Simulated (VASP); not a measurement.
# SnO (Pmn2_1) in VASP: a series of runs

SnO is run at these levels: PBEsol; tasks: relaxation of cell and atoms, single point.

Program: VASP 6.6.1. These are calculated values, not measurements. Logs are shortened: lines on timing, memory, paths and dates and some standing lists are left out, and cuts for length are marked.

### Step 1. The cell of the first run

It takes space group Pmn2_1 (No. 31, orthorhombic). The conventional cell has a = 3.316 Å, b = 5.705 Å, c = 3.894 Å, α = 90.00°, β = 90.00°, γ = 90.00°. Sn (site symmetry m) has 3 O at 2.13 to 2.14 Å within 2.8 Å. Within 2.9 Å of O (site symmetry m) lie 3 Sn at 2.13 to 2.14 Å and 4 O at 2.87 Å.

### Step 2. Relaxation of cell and atoms, PBEsol

INCAR

```
SYSTEM = SnO
ALGO = Normal
EDIFF = 1E-7
EDIFFG = -0.005
ENCUT = 600
GGA = PS
IBRION = 2
ISIF = 3
ISMEAR = 0
LASPH = .TRUE.
LCHARG = .FALSE.
LREAL = .FALSE.
LWAVE = .FALSE.
NELM = 100
NSW = 100
PREC = Accurate
SIGMA = 0.02
```

KPOINTS

```
k-points
0
G
  8 6 8
  0 0 0
```

POSCAR

```
SnO
1.0
    3.3156061815      0.0000000000      0.0000000000
    0.0000000000      5.7049851891      0.0000000000
    0.0000000000      0.0000000000      3.8941648049
Sn O
2 2
Direct
    0.0000000000      0.2337892808      0.5261742991
    0.5000000000      0.7662107192      0.0261742991
    0.0000000000      0.8853564082      0.7238267009
    0.5000000000      0.1146435918      0.2238267009
```

Potentials or basis: VASP PAW PBE potentials, release 64 (Sn_d, O).

Run with:

```sh
cat potpaw_PBE.64/Sn_d/POTCAR potpaw_PBE.64/O/POTCAR > POTCAR
mpirun -np 1 vasp_std > vasp.out
```

OUTCAR:

```text
SYSTEM = SnO
   EDIFF = 1E-7
   EDIFFG = -0.005
   ENCUT = 600
   GGA = PS
   IBRION = 2
   ISIF = 3
   ISMEAR = 0
   LASPH = .TRUE.
   LREAL = .FALSE.
   NELM = 100
   NSW = 100
   PREC = Accurate

 ion  position               nearest neighbor table
   1  0.000  0.234  0.526-   3 2.13   4 2.14   4 2.14   2 3.70   2 3.70   2 3.70   2 3.70
   2  0.500  0.766  0.026-   4 2.13   3 2.14   3 2.14   1 3.70   1 3.70   1 3.70   1 3.70
   3  0.000  0.885  0.724-   1 2.13   2 2.14   2 2.14
   4  0.500  0.115  0.224-   2 2.13   1 2.14   1 2.14

  LATTYP: Found a simple orthorhombic cell.
 ALAT       =     3.3156061815
 B/A-ratio  =     1.1744955799
 C/A-ratio  =     1.7206462037

  Lattice vectors:

 A1 = (  -3.3156061815,   0.0000000000,   0.0000000000)
 A2 = (   0.0000000000,   0.0000000000,   3.8941648049)
 A3 = (   0.0000000000,   5.7049851891,   0.0000000000)

Analysis of symmetry for initial positions (statically):
=====================================================================
 Subroutine PRICEL returns:
 Original cell was already a primitive cell.

 Routine SETGRP: Setting up the symmetry group for a
 simple orthorhombic supercell.

 Subroutine GETGRP returns: Found  4 space group operations
 (whereof  2 operations were pure point group operations)
 out of a pool of  8 trial point group operations.

The static configuration has the point symmetry C_1h.
 The point group associated with its full space group is C_2v.

Analysis of symmetry for dynamics (positions and initial velocities):
=====================================================================
 Subroutine PRICEL returns:
 Original cell was already a primitive cell.

 Routine SETGRP: Setting up the symmetry group for a
 simple orthorhombic supercell.

 Subroutine GETGRP returns: Found  4 space group operations
 (whereof  2 operations were pure point group operations)
 out of a pool of  8 trial point group operations.

The dynamic configuration has the point symmetry C_1h.
 The point group associated with its full space group is C_2v.

 Subroutine INISYM returns: Found  4 space group operations
 (whereof  2 operations are pure point group operations),
 and found     1 'primitive' translations

----------------------------------------------------------------------------------------

                                     Primitive cell

  volume of cell :      73.6600

  direct lattice vectors                    reciprocal lattice vectors
     3.315606182  0.000000000  0.000000000     0.301603974  0.000000000  0.000000000
     0.000000000  5.704985189  0.000000000     0.000000000  0.175285293  0.000000000
     0.000000000  0.000000000  3.894164805     0.000000000  0.000000000  0.256794473

  length of vectors
     3.315606182  5.704985189  3.894164805     0.301603974  0.175285293  0.256794473

  position of ions in fractional coordinates (direct lattice)
     0.000000000  0.233789281  0.526174299
     0.500000000  0.766210719  0.026174299
     0.000000000  0.885356408  0.723826701
     0.500000000  0.114643592  0.223826701

  ion indices of the primitive-cell ions
   primitive index   ion index
                 1           1
                 2           2
                 3           3
                 4           4

----------------------------------------------------------------------------------------

 KPOINTS: k-points

Automatic generation of k-mesh.
 Grid dimensions read from file:
 generate k-points for:    8    6    8

 Generating k-lattice:

  Cartesian coordinates                     Fractional coordinates (reciprocal lattice)
     0.037700497  0.000000000  0.000000000     0.125000000  0.000000000  0.000000000
     0.000000000  0.029214215  0.000000000     0.000000000  0.166666667  0.000000000
     0.000000000  0.000000000  0.032099309     0.000000000  0.000000000  0.125000000

  Length of vectors
     0.037700497  0.029214215  0.032099309

  Shift w.r.t. Gamma in fractional coordinates (k-lattice)
     0.000000000  0.000000000  0.000000000

 Subroutine IBZKPT returns following result:
 ===========================================

 Found    100 irreducible k-points:

 Following reciprocal coordinates:
            Coordinates               Weight
  0.000000  0.000000  0.000000      1.000000
  0.125000  0.000000  0.000000      2.000000
  0.250000  0.000000  0.000000      2.000000
  0.375000  0.000000  0.000000      2.000000
  0.500000  0.000000  0.000000      1.000000
  0.000000  0.166667  0.000000      2.000000
[... 16 lines left out ...]
  0.250000  0.000000  0.125000      4.000000
  0.375000  0.000000  0.125000      4.000000
 [... further k-points ...]
   k-points           NKPTS =    100   k-points in BZ     NKDIM =    100   number of bands    NBANDS=     24
   number of dos      NEDOS =    301   number of ions     NIONS =      4
   total plane-waves  NPLWV =  43008
   dimension x,y,z NGX =    28 NGY =   48 NGZ =   32
   dimension x,y,z NGXF=    56 NGYF=   96 NGZF=   64
   ions per type =               2   2
   NGX,Y,Z   is equivalent  to a cutoff of  14.04, 13.99, 13.66 a.u.
   NGXF,Y,Z  is equivalent  to a cutoff of  28.08, 27.97, 27.32 a.u.
 SYSTEM =  SnO
   PREC   = accura    normal or accurate (medium, high low for compatibility)
   ISTART =      0    job   : 0-new  1-cont  2-samecut
   ICHARG =      2    charge: 1-file 2-atom 10-const
   ISPIN  =      1    spin polarized calculation?
   LNONCOLLINEAR =      F non collinear calculations
   LSORBIT =      F    spin-orbit coupling
   LASPH  =      T    aspherical Exc in radial PAW
   ENCUT  =  600.0 eV  44.10 Ry    6.64 a.u.   6.62 11.39  7.78*2*pi/ulx,y,z
   NELM   =    100;   NELMIN=  2; NELMDL= -5     # of ELM steps
   EDIFF  = 0.1E-06   stopping-criterion for ELM
   LREAL  =      F    real-space projection
   EDIFFG = -.5E-02   stopping-criterion for IOM
   NSW    =    100    number of steps for IOM
   IBRION =      2    ionic relax: 0-MD 1-quasi-New 2-CG
   NFREE  =      1    steps in history (QN), initial steepest desc. (CG)
   ISIF   =      3    stress and relaxation
   ISYM   =      2    0-nonsym 1-usesym 2-fastsym
   POTIM  = 0.5000    time-step for ionic-motion
   TEBEG  =    0.0;   TEEND  =   0.0 temperature during run
   PSTRESS=    0.0 pullay stress
   NELECT =      40.0000    total number of electrons
   NUPDOWN=      -1.0000    fix difference up-down
   EMIN   =  10.00;   EMAX   =-10.00  energy-range for DOS
   EFERMI =   0.00;   METHOD = LEGACY
   ISMEAR =     0;   SIGMA  =   0.02  broadening in eV -4-tet -1-fermi 0-gaus
   EFERMI_NEDOS =   21; number of points for ismear=-14 and -15
   IALGO  =     38    algorithm
   IMIX   =      4    mixing-type and parameters
     AMIX     =   0.40;   BMIX     =  1.00
     AMIX_MAG =   1.60;   BMIX_MAG =  1.00
  volume/ion in A,a.u.               =      18.42       124.27
  Fermi-wavevector in a.u.,A,eV,Ry     =   1.335624  2.523963 24.271319  1.783892
  Thomas-Fermi vector in A             =   2.464314
   LORBIT       =      0    0 simple, 1 ext, 2 COOP (PROOUT), +10 PAW based schemes
   GGA     = PS    functional components
   LHFCALC =     F    Hartree Fock is set to
   AEXX    =    0.0000 exact exchange contribution
   IVDW    =     0    specifies the selected vdW correction
   LEPSILON=     F    determine dielectric tensor
   LRPA    =     F    only Hartree local field effects (RPA)
 conjugate gradient relaxation of ions
 non-spin polarized calculation
 Gauss-broadening in eV      SIGMA  =   0.02
  energy-cutoff  :      600.00
  volume of cell :       73.66
 maximum number of plane-waves:      2496
 NGX is ok and might be reduce to    28
   NGX = 13   NGY = 23   NGZ = 15

--------------------------------------- Ionic step        1  -------------------------------------------

 number of electron      40.0000011 magnetization

 Free energy of the ion-electron system (eV)
  ---------------------------------------------------
  ext. energy  EPLUGINS =         0.00000000
  ---------------------------------------------------
  free energy    TOTEN  =       -23.83718367 eV

  energy without entropy =      -23.83718367  energy(sigma->0) =      -23.83718367

------------------------ aborting loop because EDIFF is reached ----------------------------------------

  FORCE on cell =-STRESS in cart. coord.  units (eV):
  Direction    XX          YY          ZZ          XY          YZ          ZX
  --------------------------------------------------------------------------------------
  -------------------------------------------------------------------------------------
  Total        0.1103249      0.1251387      0.0354524      0.0000000      0.0000000      0.0000000
  in kB        2.3996742      2.7218882      0.7711252      0.0000000      0.0000000      0.0000000
  external PRESSURE =       1.9642292 kB  Pullay stress =       0.0000000 kB
[... 95 lines left out ...]
  FREE ENERGIE OF THE ION-ELECTRON SYSTEM (eV)
  ---------------------------------------------------
  free  energy   TOTEN  =       -23.8374796931 eV

  energy  without entropy=      -23.8374796931  energy(sigma->0) =      -23.83747969

[... ionic steps 4 to 17 ...]

--------------------------------------- Ionic step       18  -------------------------------------------

 number of electron      40.0000015 magnetization

------------------------ aborting loop because EDIFF is reached ----------------------------------------

  FORCE on cell =-STRESS in cart. coord.  units (eV):
  Direction    XX          YY          ZZ          XY          YZ          ZX
  --------------------------------------------------------------------------------------
  -------------------------------------------------------------------------------------
  Total       -0.0270783     -0.0003677     -0.0438004      0.0000000      0.0000000      0.0000000
  in kB       -0.5984065     -0.0081250     -0.9679500      0.0000000      0.0000000      0.0000000
  external PRESSURE =      -0.5248272 kB  Pullay stress =       0.0000000 kB
[... 61 lines left out ...]
  energy  without entropy=      -23.8386585015  energy(sigma->0) =      -23.83865850

--------------------------------------- Ionic step       20  -------------------------------------------

 number of electron      40.0000015 magnetization

 Free energy of the ion-electron system (eV)
  ---------------------------------------------------
  ext. energy  EPLUGINS =         0.00000000
  ---------------------------------------------------
  free energy    TOTEN  =       -23.83867926 eV

  energy without entropy =      -23.83867926  energy(sigma->0) =      -23.83867926

 E-fermi :   5.9148     XC(G=0): -10.3397

 val. band max:        5.8168436221   @ k =   0.0000   0.0000   0.0000
 cond. band min:       7.0064202380   @ k =   0.3750   0.5000   0.0000
 fundamental gap:      1.1895766159
 Fermi energy:         5.9148313185

 k-point     1 :       0.0000    0.0000    0.0000
  band No.  band energies     occupation
      1     -15.3841      2.00000
      2     -15.0363      2.00000
      3     -14.9640      2.00000
      4     -14.9056      2.00000
      5     -14.8776      2.00000
      6     -14.8685      2.00000
[... 637 lines left out ...]
     23      10.7006      0.00000
     24      10.9863      0.00000

 [... further k-points ...]

------------------------ aborting loop because EDIFF is reached ----------------------------------------

  FORCE on cell =-STRESS in cart. coord.  units (eV):
  Direction    XX          YY          ZZ          XY          YZ          ZX
  --------------------------------------------------------------------------------------
  -------------------------------------------------------------------------------------
  Total        0.0073935      0.0088982     -0.0159380      0.0000000      0.0000000      0.0000000
  in kB        0.1634459      0.1967118     -0.3523396      0.0000000      0.0000000      0.0000000
  external PRESSURE =       0.0026060 kB  Pullay stress =       0.0000000 kB
[... 19 lines left out ...]
  FREE ENERGIE OF THE ION-ELECTRON SYSTEM (eV)
  ---------------------------------------------------
  free  energy   TOTEN  =       -23.8386792576 eV

  energy  without entropy=      -23.8386792576  energy(sigma->0) =      -23.83867926

 reached required accuracy - stopping structural energy minimisation
```

Run time: 39 min. Hardware: 1 thread of Intel Xeon Platinum 8259CL at 2.50GHz (Skylake/Cascade Lake), shared host; peak memory 0.35 GiB.

Results:

* Free energy: -23.8387 eV
* Relaxed volume: 18.12 Å³/atom
* Relaxed cell: a = 3.320 Å, b = 5.711 Å, c = 3.822 Å, α = 90.00°, β = 90.00°, γ = 90.00°
* Space group after relaxing (to 0.1 Å): Pmn2_1 (No. 31)
* Energy gained by relaxing: 0.4 meV/atom
* Ionic steps: 20
* Pressure after relaxing: 0.0 GPa
* Largest force after relaxing: 0.005 eV/Å
* Band gap on the k mesh: 1.19 eV (least direct gap 1.80 eV)

Forces in eV/Å, atoms in the order of the input:
```
Sn   0.000 -0.003 -0.004
Sn   0.000  0.003 -0.004
O    0.000  0.001  0.004
O    0.000 -0.001  0.004
```

The path:
| step | energy change (eV) | largest force (eV/Å) | pressure (GPa) | volume (Å³) |
| --- | --- | --- | --- | --- |
| 1 | 0.0000 | 0.0833 | 0.20 | 73.66 |
| 2 | -0.0001 | 0.0426 | -0.39 | 73.90 |
| 3 | -0.0003 | 0.0167 | -0.12 | 73.79 |
| 4 | -0.0004 | 0.0130 | -0.10 | 73.69 |
| 5 | -0.0007 | 0.0233 | -0.03 | 73.38 |
| 6 | -0.0005 | 0.0587 | 0.12 | 72.76 |
| 7 | -0.0007 | 0.0335 | 0.02 | 73.19 |
| 8 | -0.0009 | 0.0252 | 0.00 | 73.10 |
| 9 | -0.0011 | 0.0284 | -0.02 | 72.84 |
| 10 | -0.0012 | 0.0132 | 0.08 | 72.71 |
| 11 | -0.0012 | 0.0131 | 0.07 | 72.72 |
| 12 | -0.0012 | 0.0111 | -0.07 | 72.75 |
| 13 | -0.0012 | 0.0088 | -0.05 | 72.74 |
| 14 | -0.0013 | 0.0081 | -0.06 | 72.69 |
| 15 | -0.0014 | 0.0237 | -0.05 | 72.60 |
| 16 | -0.0014 | 0.0173 | 0.09 | 72.46 |
| 17 | -0.0014 | 0.0148 | 0.06 | 72.49 |
| 18 | -0.0015 | 0.0142 | -0.05 | 72.50 |
| 19 | -0.0015 | 0.0064 | -0.02 | 72.50 |
| 20 | -0.0015 | 0.0048 | 0.00 | 72.47 |

Final structure:
```cif
data_structure
_symmetry_space_group_name_H-M 'P 1'
_symmetry_Int_Tables_number 1
_cell_length_a 3.3202
_cell_length_b 5.7111
_cell_length_c 3.8221
_cell_angle_alpha 90.000
_cell_angle_beta 90.000
_cell_angle_gamma 90.000
_cell_volume 72.47
loop_
_atom_site_label
_atom_site_type_symbol
_atom_site_fract_x
_atom_site_fract_y
_atom_site_fract_z
_atom_site_occupancy
Sn1 Sn 0.00000 0.23525 0.53091 1
Sn2 Sn 0.50000 0.76475 0.03091 1
O1 O 0.00000 0.88296 0.71909 1
O2 O 0.50000 0.11704 0.21909 1
```

Caveat: the PAW data sets were made with another functional, which shifts forces and pressure a little; spin-orbit coupling is left out, which moves the levels of the heavy elements. A k mesh can miss the band edges.

(Part 1 of 3 ends here.)
